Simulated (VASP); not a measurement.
Set up this calculation in VASP 6.6.1, as the native input.

| Item | Value |
| --- | --- |
| Task | single point |
| Functional | HSE06 |
| Potentials or basis | VASP PAW PBE potentials, release 64 (Ga_d, N) |
| Cutoff | 520 eV |
| k mesh | 6 × 6 × 6 |
| Occupations | gaussian, width 0.01 eV |
| Spin | no spin polarisation |
| Dipole correction | no |
| Grid for exact exchange (PRECFOCK) | Normal |
| Further INCAR settings | ALGO = Normal; EDIFF = 1e-07; NBANDS = 16 |
| Share of exact exchange | 0.25 |
| Screening parameter | 0.2079 1/Å |

GaN:

```xyz
2
Lattice="0.0000 2.2040 2.2040 2.2040 0.0000 2.2040 2.2040 2.2040 0.0000" Properties=species:S:1:pos:R:3 pbc="T T T"
Ga    0.0000    0.0000    0.0000
N     1.1020    1.1020    1.1020
```

This cell differs from its parent crystal: strain -2.0%.

The input as run:

POSCAR

```
GaN
1.0
    0.0000000000      2.2039734903      2.2039734903
    2.2039734903      0.0000000000      2.2039734903
    2.2039734903      2.2039734903      0.0000000000
Ga N
1 1
Direct
    0.0000000000      0.0000000000      0.0000000000
    0.2500000000      0.2500000000      0.2500000000
```

INCAR.step1

```
SYSTEM = GaN
PREC = Accurate
ENCUT = 520
EDIFF = 1E-5
ISMEAR = 0
SIGMA = 0.01
LREAL = .False.
LASPH = .True.
NELM = 100
ALGO = Normal
ISIF = 2
LWAVE = .True.
GGA = PE
NBANDS = 16
```

INCAR.step2

```
SYSTEM = GaN
PREC = Accurate
ENCUT = 520
EDIFF = 1E-7
ISMEAR = 0
SIGMA = 0.01
LREAL = .False.
LASPH = .True.
NELM = 100
ALGO = Normal
ISIF = 2
LWAVE = .False.
LCHARG = .True.
GGA = PE
LHFCALC = .True.
HFSCREEN = 0.2079
PRECFOCK = Normal
LELF = .True.
LVHAR = .True.
ISTART = 1
NBANDS = 16
```

KPOINTS

```
Automatic mesh
0
Gamma
  6 6 6
  0 0 0
```

Potentials or basis: VASP PAW PBE potentials, release 64 (Ga_d, N).

The run is started by

```bash
$ cat potpaw_PBE.64/Ga_d/POTCAR potpaw_PBE.64/N/POTCAR > POTCAR
$ cp INCAR.step1 INCAR
$ mpirun -np 1 vasp_std > vasp.out
$ cp INCAR.step2 INCAR
$ mpirun -np 1 vasp_std > vasp.out
```

Results of the run:

| Quantity | Value |
| --- | --- |
| Pressure | 13.4 GPa |
| Band gap on the k mesh | 3.47 eV |

Caveat: the cell differs from its parent crystal (strain -2.0%); the cell stands under pressure; the structure was generated, so it needn't be the stable form of GaN; the PAW data sets were made with another functional, which shifts forces and pressure a little.

Run time: 26 min on 1 thread of Intel(R) Xeon(R) Platinum 8259CL CPU @ 2.50GHz (Skylake/Cascade Lake), with other jobs on the host, peak memory 0.26 GiB.
